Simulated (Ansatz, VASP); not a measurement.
## One calculation of Ti, two programs

The input INCAR:

```
  PREC = Accurate
  ENCUT = 520
  EDIFF = 1E-6
  ISMEAR = 0
  SIGMA = 0.15
  LREAL = F
  LASPH = T
  NELM = 100
  ALGO = Fast
  ISIF = 2
  LWAVE = F
  LCHARG = F
  GGA = PS
  NBANDS = 19
```

Contents of KPOINTS:

```
Automatic mesh
0
Gamma
  24 24 14
```

File POSCAR:

```
Ti
1.0
    2.9004352004      0.0000000000      0.0000000000
   -1.4502176002      2.5118505656      0.0000000000
    0.0000000000      0.0000000000      4.5909904469
Ti
2
Direct
    0.3333333333      0.6666666667      0.2500000000
    0.6666666667      0.3333333333      0.7500000000
```

Input for Ansatz:

```yaml
crystal:
  lattice:
    - [2.9004352004, 0.0, 0.0]
    - [-1.4502176002, 2.5118505656, 0.0]
    - [0.0, 0.0, 4.5909904469]
  atoms:
    - { symbol: Ti, position: [0.3333333333, 0.6666666667, 0.25] }
    - { symbol: Ti, position: [0.6666666667, 0.3333333333, 0.75] }
basis:
  ecutwfc: 420
kpoints:
  mp_grid: { grid: [24, 24, 14] }
hamiltonian:
  xc: pbesol
scf:
  occupations: { method: gaussian, width: 0.15 }
output:
  forces: true
  stress: true
  eigenvalues: true
  write_density: true
  write_potential: true
  elf: true
  volumetric_format: npy
```

Alike in both runs: task single point; functional PBEsol; k mesh 24 × 24 × 14; occupations gaussian, width 0.15 eV; no spin polarisation.

|  | VASP | Ansatz |
| --- | --- | --- |
| version | VASP 6.6.1 | Ansatz 0.2.0 |
| potentials or method | VASP PAW PBE potentials, release 64 (Ti_sv), cutoff 520 eV | scalar-relativistic, plane waves, PAW |
| valence electrons in the cell | 24 | 24 |

|  | VASP | Ansatz | Ansatz less VASP |
| --- | --- | --- | --- |
| gap on the k mesh at the Fermi level (eV) | none | none | - |
| pressure (GPa) | -0.3 | 0.0 | +0.35 |

VASP's potentials were made for PBE, not for PBEsol. A gap of «none» marks a metal or a gap that the smearing closes. The functional is the same, so the differences come from potentials, cutoffs and numerics.
